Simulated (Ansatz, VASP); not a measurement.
# Two plane-wave programs on SiC

Contents of INCAR:

```
SYSTEM = SiC
PREC = Accurate ; ENCUT = 520
EDIFF = 1E-6 ; ISMEAR = 0
SIGMA = 0.05 ; LREAL = .FALSE.
LASPH = .TRUE. ; NELM = 60
ALGO = Normal ; ISIF = 2
LWAVE = .FALSE. ; LCHARG = .FALSE.
GGA = PE ; NBANDS = 11
```

The input KPOINTS:

```
Automatic mesh
0
G
  12 12 12
  0 0 0
```

File POSCAR:

```
SiC
1.0
    0.0000000000      2.2602980763      2.2602980763
    2.2602980763      0.0000000000      2.2602980763
    2.1894754033      2.1894754033      0.0708226731
Si C
1 1
Direct
    0.0000000000      0.0000000000      0.0000000000
    0.7500000000      0.7500000000      0.7500000000
```

Input for Ansatz:

```yaml
crystal:
  lattice:
    - [0.0, 2.2602980763, 2.2602980763]
    - [2.2602980763, 0.0, 2.2602980763]
    - [2.1894754033, 2.1894754033, 0.0708226731]
  atoms:
    - { symbol: Si, position: [0.0, 0.0, 0.0] }
    - { symbol: C, position: [0.75, 0.75, 0.75] }
basis:
  ecutwfc: 520.0
kpoints:
  mp_grid: { grid: [12, 12, 12] }
hamiltonian:
  xc: pbe
scf:
  occupations: { method: gaussian, width: 0.05 }
output:
  forces: true
  stress: true
  eigenvalues: true
```

Alike in both runs: task single point; functional PBE; k mesh 12 × 12 × 12; occupations gaussian, width 0.05 eV; no spin polarisation.

```csv
,VASP,Ansatz
version,VASP 6.6.1,Ansatz 0.2.0
potentials or method,"VASP PAW PBE potentials, release 64 (Si, C), cutoff 520 eV","scalar-relativistic, plane waves, PAW"
valence electrons in the cell,8,8
```

Ansatz gave:

| Property | Result |
| --- | --- |
| gap on the k mesh at the Fermi level (eV) | 1.25 |
| least direct gap on the mesh (eV) | 4.19 |
| pressure (GPa) | -8.4 |
| traceless stress, the component that is largest in VASP (GPa) | 7.70 |
| rms of the force components (eV/Å) | 0.234 |

Q: What did VASP give for the same quantities?

A: gap on the k mesh at the Fermi level (eV): 1.24; least direct gap on the mesh (eV): 4.18; pressure (GPa): -8.5; traceless stress, the component that is largest in VASP (GPa): 7.73; rms of the force components (eV/Å): 0.234.

Atom by atom the forces differ by 0.000 eV/Å (rms over components).
